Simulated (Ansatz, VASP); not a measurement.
## BN in VASP and in Ansatz

```
B N
1.0
     0.00000    2.15443    2.15443
     2.15443    0.00000    2.15443
     2.15443    2.15443    0.00000
B N
1 1
Direct
  0.00000 0.00000 0.00000
  0.50000 0.50000 0.50000
```

Alike in both runs: task relaxation of cell and atoms; functional PBE; k mesh 16 × 16 × 16; occupations fermi-dirac, width 0.05 eV; no spin polarisation.

```csv
,VASP,Ansatz
version,VASP 6.6.1,Ansatz 0.2.0
potentials or method,"VASP PAW PBE potentials, release 64 (B, N)","PAW with Ansatz's default frozen-core files, scalar-relativistic"
plane-wave cutoff (eV),600,420
valence electrons in the cell,8,8
```

|  | VASP | Ansatz | Ansatz less VASP |
| --- | --- | --- | --- |
| relaxed volume (Å³/atom) | 5.38 | 5.38 | -0.006 |
| relaxed cell length with the largest relative difference (Å) | 2.478 | 2.477 | -0.0009 |

Noted on VASP's run: the volume moved by over 15 % at a fixed basis, so the end points are rough.
